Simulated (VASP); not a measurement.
Write the native input for VASP 6.6.1 that does the following.

| Property | Result |
| --- | --- |
| Task | single point |
| Functional | PBEsol |
| Dispersion | D4 |
| Potentials or basis | VASP PAW PBE potentials, release 64 (Ba_sv, Ti_sv, O) |
| Cutoff | 520 eV |
| k mesh | 4 × 4 × 4 |
| Occupations | gaussian, width 0.01 eV |
| Spin | no spin polarisation |
| Hubbard terms | Ti d U = 1.0 eV |
| Dipole correction | no |
| Further INCAR settings | ALGO = Normal; EDIFF = 1e-06; NBANDS = 28 |

The structure of BaTiO3 lies in POSCAR:

```
BaTiO3
1.0
    3.9998000000      0.0000000000      0.0000000000
    0.0000000000      3.9998000000      0.0000000000
    0.0000000000      0.0000000000      4.0180000000
Ba Ti O
1 1 3
Direct
    0.0000000000      0.0000000000      0.0000000000
    0.5000000000      0.5000000000      0.4900000000
    0.5000000000      0.5000000000      0.0190000000
    0.5000000000      0.0000000000      0.5170000000
    0.0000000000      0.5000000000      0.5170000000
```

These files were run (other wordings do the same):

INCAR

```
PREC     = Accurate       # precision mode
ENCUT    = 520            # plane-wave cutoff, eV
EDIFF    = 1E-6           # SCF threshold, eV
ISMEAR   = 0              # smearing method
SIGMA    = 0.01           # smearing width, eV
LREAL    = F              # projectors in reciprocal space
LASPH    = T              # aspherical terms in the spheres
NELM     = 150            # most SCF steps
ALGO     = Normal         # electronic algorithm
ISIF     = 2              # what is computed and relaxed
LWAVE    = F              # write WAVECAR
LCHARG   = F              # write CHGCAR
LMAXMIX  = 4              # l up to which the mixer works
LDAU     = T              # DFT+U
LDAUTYPE = 2            
LDAUL    = -1 2 -1        # shell
LDAUU    = 0 1 0          # U, eV
LDAUJ    = 0 0 0        
LDAUPRINT= 1            
GGA      = PS             # functional
IVDW     = 13             # dispersion correction
NBANDS   = 28             # bands
```

KPOINTS

```
Automatic mesh
0
Gamma
  4 4 4
```

Potentials or basis: VASP PAW PBE potentials, release 64 (Ba_sv, Ti_sv, O).

Launch:

```sh
$ cat potpaw_PBE.64/Ba_sv/POTCAR potpaw_PBE.64/Ti_sv/POTCAR potpaw_PBE.64/O/POTCAR > POTCAR
$ mpirun -np 1 vasp_std > vasp.out
```

It gave:

* Pressure: -2.9 GPa
* Largest force: 0.228 eV/Å
* Band gap on the k mesh: 1.83 eV, indirect (least direct gap 2.12 eV)
* Dispersion energy per atom: -0.124 eV

Caveat: the PAW data sets were made with another functional, which shifts forces and pressure a little; spin-orbit coupling is left out, which moves the levels of the heavy elements.

Run time: 21 s on 1 thread of AMD EPYC 9R14 (Zen 4), on a shared host, peak memory 0.15 GiB.
